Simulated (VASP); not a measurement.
Here is a VASP 6.6.1 calculation.

INCAR

```
SYSTEM = SiC
ALGO = Normal
EDIFF = 1E-7
ENCUT = 520
GGA = PS
ISIF = 2
ISMEAR = 0
LASPH = .TRUE.
LCHARG = .FALSE.
LREAL = .FALSE.
LWAVE = .FALSE.
NBANDS = 11
NELM = 100
PREC = Accurate
SIGMA = 0.1
```

File KPOINTS:

```
k-points
0
G
  18 18 18
  0 0 0
```

File POSCAR:

```
SiC
1.0
    0.0000000000      2.0171625861      2.0171625861
    2.0171625861      0.0000000000      2.0171625861
    2.0171625861      2.0171625861      0.0000000000
Si C
1 1
Direct
    0.0000000000      0.0000000000      0.0000000000
    0.5000000000      0.5000000000      0.5000000000
```

Potentials or basis: VASP PAW PBE potentials, release 64 (Si, C).

The run is started by

```console
$ cat potpaw_PBE.64/Si/POTCAR potpaw_PBE.64/C/POTCAR > POTCAR
$ mpirun -np 1 vasp_std > vasp.out
```

Task: Predict the pressure.

Result: 0.6 GPa.

Task: Estimate the band gap on the k mesh.

Result: Zero (band 4 reaches 12.61 eV, above the bottom of band 5 at 11.66 eV).

Caveat: the PAW data sets were made with another functional, which shifts forces and pressure a little.
